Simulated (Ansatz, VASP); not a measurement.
**PbSe: VASP beside Ansatz**

```
CELL_PARAMETERS angstrom
0.00000 3.08092 3.08092
3.08092 0.00000 3.08092
3.08092 3.08092 0.00000
ATOMIC_POSITIONS crystal
Pb 0.00000 0.00000 0.00000
Se 0.50000 0.50000 0.50000
```

Alike in both runs: task single point; functional revPBE; dispersion D3(BJ); k mesh 8 × 8 × 8; occupations fermi-dirac, width 0.05 eV; no spin polarisation.

```csv
,VASP,Ansatz
version,VASP 6.6.1,Ansatz 0.2.0
potentials or method,"VASP PAW PBE potentials, release 64 (Pb_d, Se)",Ansatz PAW
plane-wave cutoff (eV),520,420
valence electrons in the cell,20,30
```

Ansatz gave:

* gap on the k mesh at the Fermi level (eV): 0.41
* least direct gap on the mesh (eV): 0.41
* pressure (GPa): -1.2

**Question.** What did VASP give for the same quantities?

**Answer.** gap on the k mesh at the Fermi level (eV): 0.42; least direct gap on the mesh (eV): 0.42; pressure (GPa): -1.2.

VASP's potentials were made for PBE, not for revPBE. VASP's potentials hold 20 valence electrons a cell and Ansatz's 30, so a difference there can come from the potentials and not from the codes.

Spin-orbit coupling is off throughout.
